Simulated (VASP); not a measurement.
# Li32S15 (a cell with a defect): single point with PBEsol

Li32S15 (a cell with a defect):

```
CELL_PARAMETERS angstrom
-5.65488 -5.65488 5.65488
5.65488 -5.65488 -5.65488
5.65488 5.65488 5.65488
ATOMIC_POSITIONS crystal
Li 0.25000 0.75208 0.75060
Li 0.99792 0.74853 0.99792
Li 0.50208 0.50000 0.75060
Li 0.25000 0.50000 0.98233
Li 0.98233 0.50000 0.25000
Li 0.75060 0.75208 0.25000
Li 0.51767 0.76767 0.51767
Li 0.00147 0.99940 0.74940
Li 0.74940 0.25147 0.74940
Li 0.49853 0.24792 0.99792
Li 0.25000 0.23233 0.25000
Li 0.99792 0.24792 0.49853
Li 0.75060 0.50000 0.50208
Li 0.74940 0.99940 0.00147
Li 0.50208 0.00060 0.25000
Li 0.25000 0.00060 0.50208
Li 0.25000 0.76767 0.25000
Li 0.00147 0.75208 0.50208
Li 0.51767 0.50000 0.25000
Li 0.25000 0.50000 0.51767
Li 0.99792 0.50000 0.74940
Li 0.75060 0.74853 0.75060
Li 0.50208 0.75208 0.00147
Li 0.99792 0.99940 0.25000
Li 0.74940 0.24792 0.25000
Li 0.50208 0.25147 0.50208
Li 0.25000 0.24792 0.74940
Li 0.98233 0.23233 0.98233
Li 0.74940 0.50000 0.99792
Li 0.75060 0.00060 0.49853
Li 0.49853 0.00060 0.75060
Li 0.25000 0.99940 0.99792
S 0.00045 0.50000 0.49955
S 0.49955 0.25045 0.25000
S 0.25000 0.25045 0.49955
S 0.00045 0.25045 0.75090
S 0.75000 0.50000 0.75000
S 0.49955 0.50000 0.00045
S 0.00045 0.74955 0.25000
S 0.75000 0.00000 0.25000
S 0.49955 0.99910 0.49955
S 0.25000 0.00000 0.75000
S 0.00045 0.00090 0.00045
S 0.75090 0.25045 0.00045
S 0.74910 0.74955 0.49955
S 0.49955 0.74955 0.74910
S 0.25000 0.74955 0.00045
```

This cell differs from its parent crystal: atoms taken out, then relaxed in part.

```yaml
Program: VASP 6.6.1
Task: single point
Functional: PBEsol
Potentials_or_basis: VASP PAW PBE potentials, release 64 (Li_sv, S)
Cutoff: 650 eV
k_mesh: 2 × 2 × 2, shifted
Occupations: gaussian, width 0.01 eV
Spin: collinear spin
Dipole_correction: no
Charge: 1
Further_INCAR_settings: LREAL = Auto; ALGO = Normal; EDIFF = 1e-06; NBANDS = 126; NELECT = 185.0
```

```
Largest force                                         : 0.019 eV/Å
Net moment                                            : 1.00 μB per cell
Valence electrons inside the program's atomic spheres : Li 2.09; S 3.77
```

Forces on the atoms (eV/Å):
```
Li   0.009  0.008  0.008
Li   0.008 -0.008 -0.009
Li   0.008  0.008  0.009
Li   0.011  0.011  0.011
Li  -0.011 -0.011  0.011
Li  -0.008 -0.009  0.008
Li  -0.011  0.011 -0.011
Li  -0.009  0.008 -0.008
Li  -0.008  0.008 -0.009
Li  -0.009 -0.008  0.008
Li   0.011 -0.011 -0.011
Li   0.008  0.009  0.008
Li  -0.008 -0.008  0.009
Li  -0.008  0.009 -0.008
Li   0.008 -0.009 -0.008
Li   0.009 -0.008 -0.008
Li  -0.011  0.011  0.011
Li   0.009  0.008 -0.008
Li   0.011  0.011 -0.011
Li  -0.011 -0.011 -0.011
Li  -0.008 -0.008 -0.009
Li   0.008 -0.008  0.009
Li  -0.008 -0.009 -0.008
Li  -0.008  0.009  0.008
Li   0.008  0.009 -0.008
Li  -0.008  0.008  0.009
Li  -0.009 -0.008 -0.008
Li   0.011 -0.011  0.011
Li   0.008  0.008 -0.009
Li   0.008 -0.009  0.008
Li   0.009 -0.008  0.008
Li  -0.009  0.008  0.008
S    0.002  0.002  0.000
S   -0.002  0.000  0.002
S    0.000  0.002  0.002
S   -0.002  0.000 -0.002
S    0.000  0.000  0.000
S   -0.002 -0.002  0.000
S    0.002  0.000 -0.002
S    0.000  0.000  0.000
S    0.002 -0.002  0.000
S    0.000  0.000  0.000
S   -0.002  0.002  0.000
S    0.000  0.002 -0.002
S    0.000 -0.002  0.002
S    0.002  0.000  0.002
S    0.000 -0.002 -0.002
```

Levels at points of the mesh, in eV from the Fermi level:
Spin up:
| k point | band 89 | band 90 | band 91 | band 92 | band 93 | band 94 | band 95 | band 96 | band 97 | band 98 |
| --- | --- | --- | --- | --- | --- | --- | --- | --- | --- | --- |
| (0.25, 0.25, 0.25) | -2.00 | -1.99 | -1.99 | -1.99 | -0.09 | 2.38 | 2.38 | 2.38 | 3.09 | 3.09 |
Spin down:
| k point | band 88 | band 89 | band 90 | band 91 | band 92 | band 93 | band 94 | band 95 | band 96 | band 97 |
| --- | --- | --- | --- | --- | --- | --- | --- | --- | --- | --- |
| (0.25, 0.25, 0.25) | -1.99 | -1.99 | -1.98 | -1.98 | -1.98 | 1.00 | 2.70 | 2.70 | 2.70 | 3.12 |

Wall time 8.3 min on 4 MPI ranks on Intel(R) Xeon(R) Platinum 8124M CPU @ 3.00GHz (Skylake/Cascade Lake), with other jobs on the host, peak memory 0.96 GiB a rank.

Caveat: the cell carries a net charge on a neutralising background, which shifts energy and pressure; the cell differs from its parent crystal (atoms taken out, then relaxed in part); the cell is charged against a uniform background, so pressure and absolute levels hang on convention; the PAW data sets were made with another functional, which shifts forces and pressure a little.
